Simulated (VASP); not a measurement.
A run of VASP 6.6.1 is set up as follows.

Contents of POSCAR:

```
Yb
1.0
    0.0000000000      2.6218677173      2.6218677173
    2.6218677173      0.0000000000      2.6218677173
    2.6218677173      2.6218677173      0.0000000000
Yb
1
Direct
    0.0000000000      0.0000000000      0.0000000000
```

Contents of INCAR.step1:

```
SYSTEM = Yb
PREC = Accurate
ENCUT = 520
ISMEAR = -1
SIGMA = 0.1
LREAL = .FALSE.
LASPH = .TRUE.
NELM = 60
NBANDS = 18
GGA = PE
ALGO = Normal
EDIFF = 1E-4
LWAVE = .TRUE.
LCHARG = .FALSE.
```

File INCAR.step2:

```
SYSTEM = Yb
PREC = Accurate
ENCUT = 520
EDIFF = 1E-7
ISMEAR = -1
SIGMA = 0.1
LREAL = .FALSE.
LASPH = .TRUE.
NELM = 60
ALGO = Normal
ISIF = 2
LWAVE = .FALSE.
LCHARG = .TRUE.
METAGGA = R2SCAN
LMIXTAU = .TRUE.
LELF = .TRUE.
LVHAR = .TRUE.
NBANDS = 18
ISTART = 1
```

KPOINTS

```
Automatic mesh
0
G
  11 11 11
  0 0 0
```

Potentials or basis: VASP PAW PBE potentials, release 64 (Yb).

Command:

```sh
$ cat potpaw_PBE.64/Yb/POTCAR > POTCAR
$ cp INCAR.step1 INCAR
$ mpirun -np 1 vasp_std > vasp.out
$ cp INCAR.step2 INCAR
$ mpirun -np 1 vasp_std > vasp.out
```

(1) Predict the pressure.

## Answers

(1) -0.5 GPa.

Caveat: the PAW data sets were made with another functional, which shifts forces and pressure a little.
